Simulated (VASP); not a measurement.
# K2ScCuF6 (Fm-3m) in VASP: single point with LDA

Aim: the single point of K2ScCuF6 with LDA.

Program: VASP 6.6.1. These are calculated values, not measurements. Logs are shortened: lines on timing, memory, paths and dates and some standing lists are left out, and cuts for length are marked.

### Step 1. The cell of the first run

It takes space group Fm-3m (No. 225, cubic). Conventional cell: a = 8.557 Å, b = 8.557 Å, c = 8.557 Å, α = 90.00°, β = 90.00°, γ = 90.00°. Within 4.0 Å of K (site symmetry -43m) lie 12 F at 3.03 Å and 4 Sc at 3.71 Å and 4 Cu at 3.71 Å. Sc (site symmetry m-3m) has 6 F at 2.03 Å within 2.7 Å. Within 3.0 Å of Cu (site symmetry m-3m) lie 6 F at 2.24 Å. F (site symmetry 4mm) has 1 Sc at 2.03 Å and 1 Cu at 2.24 Å within 2.7 Å.

### Step 2. Single point, LDA

The input, INCAR:

```
SYSTEM = K2ScCuF6
  ALGO = Normal
  EDIFF = 1E-6
  ENCUT = 520
  GGA = CA
  ISIF = 2
  ISMEAR = 0
  LASPH = .TRUE.
  LCHARG = .FALSE.
  LREAL = .FALSE.
  LWAVE = .FALSE.
  NBANDS = 52
  NELM = 100
  PREC = Accurate
  SIGMA = 0.01
```

The input, KPOINTS:

```
k-points
0
G
  4 4 4
  0 0 0
```

The input, POSCAR:

```
K2ScCuF6
1.0
    0.0000000000      4.2785180000      4.2785180000
    4.2785180000      0.0000000000      4.2785180000
    4.2785180000      4.2785180000      0.0000000000
K Sc Cu F
2 1 1 6
Direct
    0.7500000000      0.7500000000      0.7500000000
    0.2500000000      0.2500000000      0.2500000000
    0.0000000000      0.0000000000      0.0000000000
    0.5000000000      0.5000000000      0.5000000000
    0.7623190000      0.2376810000      0.2376810000
    0.2376810000      0.2376810000      0.7623190000
    0.2376810000      0.7623190000      0.7623190000
    0.2376810000      0.7623190000      0.2376810000
    0.7623190000      0.2376810000      0.7623190000
    0.7623190000      0.7623190000      0.2376810000
```

Potentials or basis: VASP PAW LDA potentials, release 64 (K_sv, Sc_sv, Cu, F).

On the command line:

```sh
cat potpaw_LDA.64/K_sv/POTCAR potpaw_LDA.64/Sc_sv/POTCAR potpaw_LDA.64/Cu/POTCAR potpaw_LDA.64/F/POTCAR > POTCAR
mpirun -np 1 vasp_std > vasp.out
```

OUTCAR:

```text
SYSTEM = K2ScCuF6
   EDIFF = 1E-6
   ENCUT = 520
   GGA = CA
   ISIF = 2
   ISMEAR = 0
   LASPH = .TRUE.
   LREAL = .FALSE.
   NELM = 100
   PREC = Accurate

 ion  position               nearest neighbor table
   1  0.750  0.750  0.750-
   2  0.250  0.250  0.250-
   3  0.000  0.000  0.000-   5 2.03   6 2.03   7 2.03   8 2.03   9 2.03  10 2.03
   4  0.500  0.500  0.500-   5 2.24   6 2.24   7 2.24   8 2.24   9 2.24  10 2.24
   5  0.762  0.238  0.238-   3 2.03   4 2.24
   6  0.238  0.238  0.762-   3 2.03   4 2.24
   7  0.238  0.762  0.762-   3 2.03   4 2.24
   8  0.238  0.762  0.238-   3 2.03   4 2.24
   9  0.762  0.238  0.762-   3 2.03   4 2.24
  10  0.762  0.762  0.238-   3 2.03   4 2.24

  LATTYP: Found a face centered cubic cell.
 ALAT       =     8.5570360000

  Lattice vectors:

 A1 = (   0.0000000000,   4.2785180000,   4.2785180000)
 A2 = (   4.2785180000,   0.0000000000,   4.2785180000)
 A3 = (   4.2785180000,   4.2785180000,   0.0000000000)

Analysis of symmetry for initial positions (statically):
=====================================================================
 Subroutine PRICEL returns:
 Original cell was already a primitive cell.

 Routine SETGRP: Setting up the symmetry group for a
 face centered cubic supercell.

 Subroutine GETGRP returns: Found 48 space group operations
 (whereof 48 operations were pure point group operations)
 out of a pool of 48 trial point group operations.

The static configuration has the point symmetry O_h .

Analysis of symmetry for dynamics (positions and initial velocities):
=====================================================================
 Subroutine PRICEL returns:
 Original cell was already a primitive cell.

 Routine SETGRP: Setting up the symmetry group for a
 face centered cubic supercell.

 Subroutine GETGRP returns: Found 48 space group operations
 (whereof 48 operations were pure point group operations)
 out of a pool of 48 trial point group operations.

The dynamic configuration has the point symmetry O_h .

 Subroutine INISYM returns: Found 48 space group operations
 (whereof 48 operations are pure point group operations),
 and found     1 'primitive' translations

----------------------------------------------------------------------------------------

                                     Primitive cell

  volume of cell :     156.6427

  direct lattice vectors                    reciprocal lattice vectors
[... 96 lines left out ...]
   PSTRESS=    0.0 pullay stress
   NELECT =      82.0000    total number of electrons
   NUPDOWN=      -1.0000    fix difference up-down
   EMIN   =  10.00;   EMAX   =-10.00  energy-range for DOS
   EFERMI =   0.00;   METHOD = LEGACY
   ISMEAR =     0;   SIGMA  =   0.01  broadening in eV -4-tet -1-fermi 0-gaus
   EFERMI_NEDOS =   21; number of points for ismear=-14 and -15
   IALGO  =     38    algorithm
   IMIX   =      4    mixing-type and parameters
     AMIX     =   0.40;   BMIX     =  1.00
     AMIX_MAG =   1.60;   BMIX_MAG =  1.00
  volume/ion in A,a.u.               =      15.66       105.71
  Fermi-wavevector in a.u.,A,eV,Ry     =   1.319399  2.493302 23.685202  1.740813
  Thomas-Fermi vector in A             =   2.449300
   LORBIT       =      0    0 simple, 1 ext, 2 COOP (PROOUT), +10 PAW based schemes
   GGA     = CA    functional components
   LHFCALC =     F    Hartree Fock is set to
   AEXX    =    0.0000 exact exchange contribution
   IVDW    =     0    specifies the selected vdW correction
   LEPSILON=     F    determine dielectric tensor
   LRPA    =     F    only Hartree local field effects (RPA)
 non-spin polarized calculation
 Gauss-broadening in eV      SIGMA  =   0.01
  energy-cutoff  :      520.00
  volume of cell :      156.64
 maximum number of plane-waves:      4279
 NGX is ok and might be reduce to    48
   NGX = 23   NGY = 23   NGZ = 23

 number of electron      82.0000013 magnetization

 Free energy of the ion-electron system (eV)
  ---------------------------------------------------
  ext. energy  EPLUGINS =         0.00000000
  ---------------------------------------------------
  free energy    TOTEN  =       -56.56418649 eV

  energy without entropy =      -56.56418649  energy(sigma->0) =      -56.56418649

 E-fermi :   2.0739     XC(G=0):  -9.7772

 val. band max:        2.0236616784   @ k =   0.5000   0.0000   0.0000
 cond. band min:       3.0672911112   @ k =   0.0000   0.0000   0.0000
 fundamental gap:      1.0436294328
 Fermi energy:         2.0739474617

 k-point     1 :       0.0000    0.0000    0.0000
  band No.  band energies     occupation
      1     -47.8741      2.00000
      2     -28.2966      2.00000
      3     -28.2746      2.00000
      4     -27.1301      2.00000
      5     -27.1301      2.00000
      6     -27.1301      2.00000
[... 429 lines left out ...]
     51       8.0403      0.00000
     52       8.0446      0.00000

------------------------ aborting loop because EDIFF is reached ----------------------------------------

  FORCE on cell =-STRESS in cart. coord.  units (eV):
  Direction    XX          YY          ZZ          XY          YZ          ZX
  --------------------------------------------------------------------------------------
  -------------------------------------------------------------------------------------
  Total       -6.7704339     -6.7704339     -6.7704339     -0.0000000      0.0000000     -0.0000000
  in kB      -69.2495568    -69.2495568    -69.2495568     -0.0000000      0.0000000     -0.0000000
  external PRESSURE =     -69.2495568 kB  Pullay stress =       0.0000000 kB

 VOLUME and BASIS-vectors are now :
 -----------------------------------------------------------------------------
  energy-cutoff  :      520.00
  volume of cell :      156.64
      direct lattice vectors                 reciprocal lattice vectors
     0.000000000  4.278518000  4.278518000    -0.116862895  0.116862895  0.116862895
     4.278518000  0.000000000  4.278518000     0.116862895 -0.116862895  0.116862895
     4.278518000  4.278518000  0.000000000     0.116862895  0.116862895 -0.116862895

 POSITION                                       TOTAL-FORCE (eV/Angst)
 -----------------------------------------------------------------------------------
      6.41778      6.41778      6.41778        -0.000000     -0.000000      0.000000
      2.13926      2.13926      2.13926        -0.000000     -0.000000      0.000000
      0.00000      0.00000      0.00000        -0.000000     -0.000000      0.000000
      4.27852      4.27852      4.27852        -0.000000     -0.000000      0.000000
      2.03384      4.27852      4.27852        -0.135045     -0.000000      0.000000
      4.27852      4.27852      2.03384        -0.000000     -0.000000     -0.135045
      6.52319      4.27852      4.27852         0.135045     -0.000000      0.000000
      4.27852      2.03384      4.27852        -0.000000     -0.135045      0.000000
      4.27852      6.52319      4.27852        -0.000000      0.135045      0.000000
      4.27852      4.27852      6.52319        -0.000000     -0.000000      0.135045
 -----------------------------------------------------------------------------------
    total drift:                               -0.000000      0.000000      0.000000

  FREE ENERGIE OF THE ION-ELECTRON SYSTEM (eV)
  ---------------------------------------------------
  free  energy   TOTEN  =       -56.5641864925 eV

  energy  without entropy=      -56.5641864925  energy(sigma->0) =      -56.56418649
```

OSZICAR:

```text
N       E                     dE             d eps       ncg     rms          rms(c)
DAV:   1     0.124691479925E+04    0.12469E+04   -0.37403E+04   832   0.174E+03
DAV:   2     0.165946956118E+03   -0.10810E+04   -0.10278E+04   848   0.532E+02
DAV:   3    -0.471567544990E+02   -0.21310E+03   -0.20827E+03  1172   0.241E+02
DAV:   4    -0.626501278126E+02   -0.15493E+02   -0.15406E+02  1400   0.723E+01
DAV:   5    -0.631013509196E+02   -0.45122E+00   -0.44952E+00  1328   0.109E+01    0.178E+01
DAV:   6    -0.567560194458E+02    0.63453E+01   -0.25305E+01  1312   0.395E+01    0.797E+00
DAV:   7    -0.566927277840E+02    0.63292E-01   -0.27122E+00  1272   0.951E+00    0.492E+00
DAV:   8    -0.565859428468E+02    0.10678E+00   -0.59036E-01  1312   0.577E+00    0.994E-01
DAV:   9    -0.565659837700E+02    0.19959E-01   -0.99479E-02  1408   0.245E+00    0.391E-01
DAV:  10    -0.565642654513E+02    0.17183E-02   -0.16836E-02  1312   0.905E-01    0.171E-01
DAV:  11    -0.565642161148E+02    0.49337E-04   -0.13816E-03  1368   0.286E-01    0.747E-02
DAV:  12    -0.565641912244E+02    0.24890E-04   -0.37362E-04  1360   0.188E-01    0.276E-02
DAV:  13    -0.565641904293E+02    0.79515E-06   -0.11584E-04  1384   0.781E-02    0.166E-02
DAV:  14    -0.565641866086E+02    0.38206E-05   -0.26864E-05  1176   0.279E-02    0.382E-03
DAV:  15    -0.565641864925E+02    0.11614E-06   -0.17020E-06   776   0.133E-02
   1 F= -.56564186E+02 E0= -.56564186E+02  d E =-.150889E-13
```

stdout:

```text
POSCAR found type information on POSCAR K ScCuF
 POSCAR found :  4 types and      10 ions
 scaLAPACK will be used
 LDA part: xc-table for (Slater(with rela. corr.)+CA(PZ))
 , standard interpolation
 POSCAR, INCAR and KPOINTS ok, starting setup
 FFT: planning ... GRIDC
 FFT: planning ... GRID_SOFT
 FFT: planning ... GRID
 WAVECAR not read
 entering main loop
```

It took 94 s on 1 thread of AMD EPYC 9R45 (Zen 5), shared host; peak memory 0.26 GiB.

What came out:

```yaml
Free_energy: -56.5642 eV
Pressure: -6.9 GPa
Largest_force: 0.135 eV/Å
Band_gap_on_the_k_mesh: 1.04 eV, indirect (least direct gap 1.19 eV)
```

Forces on the atoms (eV/Å):
```
K    0.000  0.000  0.000
K    0.000  0.000  0.000
Sc   0.000  0.000  0.000
Cu   0.000  0.000  0.000
F   -0.135  0.000  0.000
F    0.000  0.000 -0.135
F    0.135  0.000  0.000
F    0.000 -0.135  0.000
F    0.000  0.135  0.000
F    0.000  0.000  0.135
```

Levels at points of the mesh, in eV from the valence-band top:
| k point | band 38 | band 39 | band 40 | band 41 | band 42 | band 43 | band 44 | band 45 |
| --- | --- | --- | --- | --- | --- | --- | --- | --- |
| (0.00, 0.00, 0.00) | -0.60 | -0.60 | -0.15 | -0.15 | 1.04 | 2.17 | 2.17 | 2.17 |
| (0.50, 0.00, 0.00) | -0.54 | -0.54 | 0.00 | 0.00 | 2.15 | 2.18 | 2.18 | 2.66 |
| (0.50, 0.50, 0.00) | -0.52 | -0.52 | -0.14 | -0.11 | 2.11 | 2.21 | 2.25 | 2.25 |

A k mesh can miss the band edges. LDA gaps usually lie below the measured ones, often by a third to a half.
